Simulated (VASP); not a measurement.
# HPb32Se32 (a cell with a defect) in VASP: single point with PBEsol

Aim: the single point of HPb32Se32 (a cell with a defect) with PBEsol.

Everything below comes from runs of VASP 6.6.1. Logs are shortened: lines on timing, memory, paths and dates and some standing lists are left out, and cuts for length are marked.

## (1) The cell of the first run

The cell holds a defect, 65 atoms: a = 12.200 Å, b = 12.200 Å, c = 12.200 Å, α = 90.00°, β = 90.00°, γ = 90.00°.

## (2) Single point, PBEsol

The input, INCAR:

```
ALGO     = Normal         # electronic algorithm
EDIFF    = 1E-6           # SCF threshold, eV
ENCUT    = 400            # plane-wave cutoff, eV
GGA      = PS             # functional
GGA_COMPAT= False        
ISIF     = 2              # what is computed and relaxed
ISMEAR   = -1             # smearing method
ISYM     = -1           
LASPH    = True           # aspherical terms in the spheres
LCHARG   = False          # write CHGCAR
LREAL    = Auto         
LWAVE    = False          # write WAVECAR
NBANDS   = 358            # bands
NELECT   = 640.0        
NELM     = 120            # most SCF steps
PREC     = Accurate       # precision mode
SIGMA    = 0.05           # smearing width, eV
```

The input, KPOINTS:

```
explicit points
1
Reciprocal
  0.25000000   0.25000000   0.25000000 1
```

The input, POSCAR:

```
HPb32Se32
1.0
   12.2000000000      0.0000000000      0.0000000000
    0.0000000000     12.2000000000      0.0000000000
    0.0000000000      0.0000000000     12.2000000000
Se Pb H
32 32 1
Direct
    0.2480530000      0.9989730000      0.0001960000
    0.2469420000      0.0043560000      0.4999540000
    0.2488940000      0.4988230000      0.9991710000
    0.2493060000      0.4994730000      0.4982660000
    0.7481050000      0.9981360000      0.0001600000
    0.7466960000      0.9968010000      0.5002110000
    0.7490090000      0.4981110000      0.0001190000
    0.7541170000      0.4969190000      0.5000540000
    0.9991490000      0.2491100000      0.9992150000
    0.0027730000      0.2528380000      0.4990700000
    0.9978350000      0.7488430000      0.0001750000
    0.9927550000      0.7521310000      0.5002200000
    0.4989600000      0.2479120000      0.0000250000
    0.5019150000      0.2429960000      0.5000820000
    0.4973610000      0.7473960000      0.0005140000
    0.4905010000      0.7407660000      0.5008350000
    0.9977090000      0.9991640000      0.2501420000
    0.9984960000      0.9997500000      0.7493740000
    0.9990910000      0.4992120000      0.2502290000
    0.0003680000      0.4998880000      0.7487940000
    0.4973470000      0.9967230000      0.2505460000
    0.4980100000      0.9972140000      0.7496500000
    0.4987500000      0.4965650000      0.2520420000
    0.5001730000      0.4970910000      0.7494340000
    0.2489980000      0.2492670000      0.2502320000
    0.2498260000      0.2506070000      0.7488060000
    0.2464770000      0.7487620000      0.2520790000
    0.2468230000      0.7503820000      0.7495510000
    0.7490060000      0.2478820000      0.2500500000
    0.7497550000      0.2484790000      0.7492590000
    0.7465720000      0.7475370000      0.2507440000
    0.7468800000      0.7481630000      0.7496790000
    0.9976750000      0.0000520000      0.0004010000
    0.9943400000      0.0047770000      0.5004550000
    0.9985300000      0.4996930000      0.9999710000
    0.9923060000      0.5061150000      0.4996890000
    0.4994020000      0.9976220000      0.0011710000
    0.4997340000      0.9936560000      0.5009470000
    0.5007720000      0.4981800000      0.0019090000
    0.5191720000      0.4872220000      0.5023990000
    0.2497340000      0.2486390000      0.9998690000
    0.2558560000      0.2423560000      0.4998990000
    0.2479140000      0.7510350000      0.0017990000
    0.2369380000      0.7695370000      0.5024340000
    0.7497050000      0.2479030000      0.0005210000
    0.7546320000      0.2445790000      0.5003280000
    0.7475820000      0.7495090000      0.0011650000
    0.7435130000      0.7497630000      0.5009170000
    0.2478390000      0.9992980000      0.2472390000
    0.2489750000      0.0014790000      0.7541110000
    0.2486800000      0.4986960000      0.2434600000
    0.2509610000      0.5011300000      0.7555780000
    0.7478570000      0.9980100000      0.2493700000
    0.7489650000      0.9990740000      0.7520860000
    0.7491500000      0.4979790000      0.2471970000
    0.7513110000      0.4991410000      0.7541080000
    0.9994400000      0.2494920000      0.2495050000
    0.0002230000      0.2505650000      0.7504150000
    0.9963740000      0.7499960000      0.2494870000
    0.9969950000      0.7508450000      0.7523970000
    0.4997800000      0.2463880000      0.2496280000
    0.5008010000      0.2471050000      0.7523560000
    0.4964720000      0.7466480000      0.2517210000
    0.4974730000      0.7475900000      0.7520060000
    0.3365760000      0.5874410000      0.4897140000
```

Potentials or basis: VASP PAW PBE potentials, release 64 (Se, Pb_d, H).

Command:

```sh
$ cat potpaw_PBE.64/Se/POTCAR potpaw_PBE.64/Pb_d/POTCAR potpaw_PBE.64/H/POTCAR > POTCAR
$ mpirun -np 1 vasp_std > vasp.out
```

OUTCAR:

```text
EDIFF = 1E-6
   ENCUT = 400
   GGA = PS
   ISIF = 2
   ISMEAR = -1
   ISYM = -1
   LASPH = True
   LREAL = Auto
   NELECT = 640.0
   NELM = 120
   PREC = Accurate

 ion  position               nearest neighbor table
   1  0.248  0.999  0.000-  50 3.00  49 3.01  43 3.02  41 3.05  33 3.05  37 3.07
   2  0.247  0.004  0.500-  44 2.87  42 2.91  34 3.08  49 3.08  38 3.09  50 3.10
   3  0.249  0.499  0.999-  52 2.97  51 2.98  41 3.05  35 3.05  39 3.07  43 3.08
   4  0.249  0.499  0.498-  65 1.52  51 3.11  36 3.14  42 3.14  52 3.14  40 3.30  44 3.30
   5  0.748  0.998  0.000-  54 3.03  47 3.03  37 3.03  53 3.04  33 3.04  45 3.05
   6  0.747  0.997  0.500-  38 3.01  48 3.01  34 3.02  46 3.02  53 3.06  54 3.07
   7  0.749  0.498  0.000-  56 3.00  55 3.01  39 3.03  35 3.04  45 3.05  47 3.07
   8  0.754  0.497  0.500-  40 2.87  36 2.91  46 3.08  55 3.09  48 3.09  56 3.10
   9  0.999  0.249  0.999-  58 3.04  33 3.04  45 3.04  57 3.05  35 3.06  41 3.06
  10  0.003  0.253  0.499-  34 3.03  46 3.03  57 3.05  58 3.07  42 3.09  36 3.09
[... 21 lines left out ...]
  32  0.747  0.748  0.750-  48 3.04  56 3.04  64 3.04  60 3.05  54 3.06  47 3.07
  33  0.998  0.000  0.000-   9 3.04   5 3.04  17 3.05   1 3.05  18 3.06  11 3.06
  34  0.994  0.005  0.500-   6 3.02  10 3.03  18 3.04  17 3.05   2 3.08  12 3.08  44 4.12  46 4.14

  35  0.999  0.500  1.000-  11 3.04   7 3.04  19 3.05   3 3.05   9 3.06  20 3.06
  36  0.992  0.506  0.500-   8 2.91  12 3.00  20 3.04  19 3.05  10 3.09   4 3.14
  37  0.499  0.998  0.001-   5 3.03  21 3.04  15 3.05  13 3.05   1 3.07  22 3.07
  38  0.500  0.994  0.501-   6 3.01  22 3.03  14 3.04  21 3.06   2 3.09  16 3.09
  39  0.501  0.498  0.002-   7 3.03  15 3.04  23 3.05  13 3.05   3 3.07  24 3.08
  40  0.519  0.487  0.502-   8 2.87  14 2.99  24 3.03  23 3.07  16 3.11   4 3.30  46 4.12
  41  0.250  0.249  1.000-  13 3.04   1 3.05   3 3.05  25 3.05   9 3.06  26 3.06
  42  0.256  0.242  0.500-   2 2.91  14 3.00  26 3.04  25 3.05  10 3.09   4 3.14
  43  0.248  0.751  0.002-   1 3.02  15 3.04  11 3.05  27 3.05   3 3.08  28 3.08
  44  0.237  0.770  0.502-   2 2.87  12 2.99  28 3.03  27 3.07  16 3.11   4 3.30  34 4.12
  45  0.750  0.248  0.001-   9 3.04  29 3.04   5 3.05   7 3.05  13 3.06  30 3.07
  46  0.755  0.245  0.500-   6 3.02  10 3.03  30 3.04  29 3.05   8 3.08  14 3.08  40 4.12  34 4.14

  47  0.748  0.750  0.001-   5 3.03  31 3.04  15 3.05  11 3.05   7 3.07  32 3.07
  48  0.744  0.750  0.501-   6 3.01  32 3.04  12 3.04  31 3.05   8 3.09  16 3.09
  49  0.248  0.999  0.247-   1 3.01  21 3.04  25 3.05  17 3.05  27 3.06   2 3.08
  50  0.249  0.001  0.754-   1 3.00  22 3.04  26 3.04  18 3.06  28 3.06   2 3.10
  51  0.249  0.499  0.243-   3 2.98  25 3.04  19 3.05  27 3.05  23 3.05   4 3.11
  52  0.251  0.501  0.756-   3 2.97  24 3.04  28 3.04  26 3.06  20 3.06   4 3.14
[... 10 lines left out ...]
  63  0.496  0.747  0.252-  16 3.04  27 3.05  21 3.05  23 3.05  31 3.05  15 3.06
  64  0.497  0.748  0.752-  15 3.03  32 3.04  22 3.05  24 3.06  28 3.06  16 3.07
  65  0.337  0.587  0.490-   4 1.52

IMPORTANT INFORMATION: All symmetrisations will be switched off!
NOSYMM: (Re-)initialisation of all symmetry stuff for point group C_1.

----------------------------------------------------------------------------------------
[... 194 lines left out ...]
   IALGO  =     38    algorithm
   IMIX   =      4    mixing-type and parameters
     AMIX     =   0.40;   BMIX     =  1.00
     AMIX_MAG =   1.60;   BMIX_MAG =  1.00
  volume/ion in A,a.u.               =      27.94       188.52
  Fermi-wavevector in a.u.,A,eV,Ry     =   1.156401  2.185280 18.194560  1.337262
  Thomas-Fermi vector in A             =   2.293021
   LORBIT       =      0    0 simple, 1 ext, 2 COOP (PROOUT), +10 PAW based schemes
   GGA     = PS    functional components
   LHFCALC =     F    Hartree Fock is set to
   AEXX    =    0.0000 exact exchange contribution
   IVDW    =     0    specifies the selected vdW correction
   LEPSILON=     F    determine dielectric tensor
   LRPA    =     F    only Hartree local field effects (RPA)
 non-spin polarized calculation
  energy-cutoff  :      400.00
  volume of cell :     1815.85
 maximum number of plane-waves:     33005
 NGX is ok and might be reduce to    80
   NGX = 39   NGY = 39   NGZ = 39

 number of electron     640.0000102 magnetization

 Free energy of the ion-electron system (eV)
  ---------------------------------------------------
  ext. energy  EPLUGINS =         0.00000000
  ---------------------------------------------------
  free energy    TOTEN  =      -293.36017399 eV

  energy without entropy =     -293.36016640  energy(sigma->0) =     -293.36017019

 E-fermi :   5.2864     XC(G=0):  -9.7641

 val. band max:        4.5918857396   @ k =   0.2500   0.2500   0.2500
 cond. band min:       5.9331646219   @ k =   0.2500   0.2500   0.2500
 fundamental gap:      1.3412788822
 Fermi energy:         5.2864246339

 k-point     1 :       0.2500    0.2500    0.2500
  band No.  band energies     occupation
      1     -11.9508      2.00000
      2     -11.9257      2.00000
      3     -11.9022      2.00000
      4     -11.8880      2.00000
      5     -11.8765      2.00000
      6     -11.8590      2.00000
[... 324 lines left out ...]
    331       6.6879      0.00000
    332       6.6966      0.00000
 [bands above 332 left out]

------------------------ aborting loop because EDIFF is reached ----------------------------------------

  FORCE on cell =-STRESS in cart. coord.  units (eV):
  Direction    XX          YY          ZZ          XY          YZ          ZX
  --------------------------------------------------------------------------------------
  -------------------------------------------------------------------------------------
  Total       -6.9575885     -6.9207114     -8.4879494     -1.7649230     -0.1038320     -0.1199538
  in kB       -6.1388897     -6.1063519     -7.4891732     -1.5572447     -0.0916141     -0.1058389
  external PRESSURE =      -6.5781383 kB  Pullay stress =       0.0000000 kB

 VOLUME and BASIS-vectors are now :
 -----------------------------------------------------------------------------
  energy-cutoff  :      400.00
  volume of cell :     1815.85
      direct lattice vectors                 reciprocal lattice vectors
    12.200000000  0.000000000  0.000000000     0.081967213  0.000000000  0.000000000
     0.000000000 12.200000000  0.000000000     0.000000000  0.081967213  0.000000000
     0.000000000  0.000000000 12.200000000     0.000000000  0.000000000  0.081967213

 POSITION                                       TOTAL-FORCE (eV/Angst)
 -----------------------------------------------------------------------------------
      3.02625     12.18747      0.00239         0.007526      0.004707     -0.004397
      3.01269      0.05314      6.09944        -0.022332      0.021388     -0.000056
      3.03651      6.08564     12.18989         0.014333      0.021430      0.004161
      3.04153      6.09357      6.07885        -0.038756     -0.045206      0.023669
      9.12688     12.17726      0.00195         0.003222      0.005371     -0.003058
      9.10969     12.16097      6.10257         0.009401      0.007933     -0.000456
[... 57 lines left out ...]
      6.06917      9.12060      9.17447         0.003736      0.005577     -0.011037
      4.10623      7.16678      5.97451         0.043947      0.037782     -0.003739
 -----------------------------------------------------------------------------------
    total drift:                                0.148965      0.144959      0.068344

  FREE ENERGIE OF THE ION-ELECTRON SYSTEM (eV)
  ---------------------------------------------------
  free  energy   TOTEN  =      -293.3601739883 eV

  energy  without entropy=     -293.3601663997  energy(sigma->0) =     -293.36017019
```

Wall time 14 min (1 thread of Intel Xeon Platinum 8259CL at 2.50GHz (Skylake/Cascade Lake), shared host); peak memory 1.1 GiB.

Results:

```
Free energy   : -293.3602 eV
Largest force : 0.064 eV/Å
```

Forces in eV/Å, atoms in the order of the input:
```
Se   0.008  0.005 -0.004
Se  -0.022  0.021  0.000
Se   0.014  0.021  0.004
Se  -0.039 -0.045  0.024
Se   0.003  0.005 -0.003
Se   0.009  0.008  0.000
Se   0.001  0.011  0.002
Se   0.022 -0.013 -0.007
Se   0.010  0.014  0.013
Se  -0.002  0.002 -0.004
Se   0.001  0.006 -0.001
Se   0.014 -0.004  0.000
Se  -0.001  0.000  0.006
Se  -0.001  0.010  0.006
Se   0.004  0.006  0.015
Se  -0.025 -0.027  0.012
Se   0.005  0.005  0.001
Se   0.016  0.005  0.005
Se   0.021  0.009  0.008
Se   0.006  0.000  0.008
Se   0.001 -0.005  0.003
Se   0.002 -0.005  0.002
Se  -0.006 -0.005  0.000
Se  -0.010 -0.006  0.004
Se   0.016  0.014  0.010
Se  -0.001  0.001  0.005
Se  -0.008 -0.002  0.002
Se  -0.003 -0.008 -0.005
Se   0.006  0.005  0.003
Se   0.000  0.022  0.010
Se  -0.004  0.000  0.000
Se   0.000  0.000  0.001
Pb   0.001 -0.004 -0.002
Pb   0.002 -0.017 -0.002
Pb  -0.002 -0.005 -0.004
Pb  -0.022  0.007  0.003
Pb  -0.004  0.002 -0.008
Pb  -0.002 -0.005 -0.005
Pb  -0.004 -0.003 -0.007
Pb  -0.008  0.005 -0.002
Pb  -0.008 -0.004  0.000
Pb   0.010 -0.017 -0.002
Pb   0.002 -0.010 -0.002
Pb   0.005 -0.005 -0.002
Pb   0.004 -0.002 -0.007
Pb  -0.018 -0.001  0.001
Pb   0.000 -0.004 -0.005
Pb  -0.007 -0.001 -0.004
Pb   0.000 -0.005 -0.005
Pb   0.001 -0.007  0.002
Pb  -0.004 -0.001 -0.010
Pb   0.002  0.002  0.007
Pb  -0.002 -0.004 -0.001
Pb  -0.004 -0.004 -0.005
Pb  -0.003  0.001 -0.003
Pb  -0.009 -0.001  0.001
Pb  -0.011 -0.008 -0.009
Pb  -0.005 -0.011  0.004
Pb  -0.003  0.002 -0.007
Pb  -0.005  0.002 -0.002
Pb   0.003  0.000 -0.013
Pb   0.001  0.000 -0.003
Pb   0.006  0.005 -0.011
Pb   0.004  0.006 -0.011
H    0.044  0.038 -0.004
```

Caveat: the cell carries a net charge on a neutralising background, which shifts energy and pressure; the cell is charged against a uniform background, so pressure and absolute levels hang on convention; the PAW data sets were made with another functional, which shifts forces and pressure a little; spin-orbit coupling is left out, which moves the levels of the heavy elements.
